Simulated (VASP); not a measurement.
Crystal: Al2Ga.

```
Al Ga
1.0
     4.13500    0.00000    0.00000
     0.00000    4.13500    0.00000
     0.00000    0.00000    5.95281
Al Ga
4 2
Direct
  0.00000 0.50000 0.20300
  0.00000 0.50000 0.70300
  0.50000 0.00000 0.29700
  0.50000 0.00000 0.79700
  0.00000 0.00000 0.00000
  0.50000 0.50000 0.50000
```

* Program: VASP 6.6.1
* Task: relaxation of cell and atoms
* Functional: PBE
* Potentials or basis: VASP PAW PBE potentials, release 64 (Al, Ga_d)
* Cutoff: 600 eV
* k mesh: 4 × 4 × 4
* Occupations: gaussian, width 0.1 eV
* Spin: no spin polarisation

At the start: pressure 13.3 GPa; volume 16.96 Å³/atom.

Task: How do energy, volume and symmetry change on relaxing?

Result: Over 11 steps the energy falls by 202.2 meV/atom and the volume is 19.50 Å³/atom (+15.0 %); space group I4/mmm (No. 139, to 0.05 Å).

The path:
```csv
step,energy change (eV),largest force (eV/Å),pressure (GPa),volume (Å³)
1,0.0000,1.2274,13.25,101.78
2,-0.8564,0.5621,-1.90,123.83
3,-0.8616,0.6017,-1.20,121.76
4,-0.9559,0.5359,-1.09,120.33
5,-1.1437,0.2983,0.24,116.02
6,-0.8947,0.2599,7.24,107.24
7,-1.1699,0.2144,1.36,114.05
8,-1.1713,0.1018,2.57,112.31
9,-1.2090,0.0437,0.45,116.49
10,-1.2090,0.0392,0.52,116.34
11,-1.2131,0.0143,0.06,117.01
```

Final structure:
```
Al Ga
1.0
     4.53329    0.00000    0.00000
     0.00000    4.53329    0.00000
     0.00000    0.00000    5.69381
Al Ga
4 2
Direct
  0.00000 0.50000 0.25094
  0.00000 0.50000 0.75094
  0.50000 0.00000 0.24906
  0.50000 0.00000 0.74906
  0.00000 0.00000 0.00000
  0.50000 0.50000 0.50000
```

Caveat: the k points lie up to 0.35 Å⁻¹ apart in the final cell.
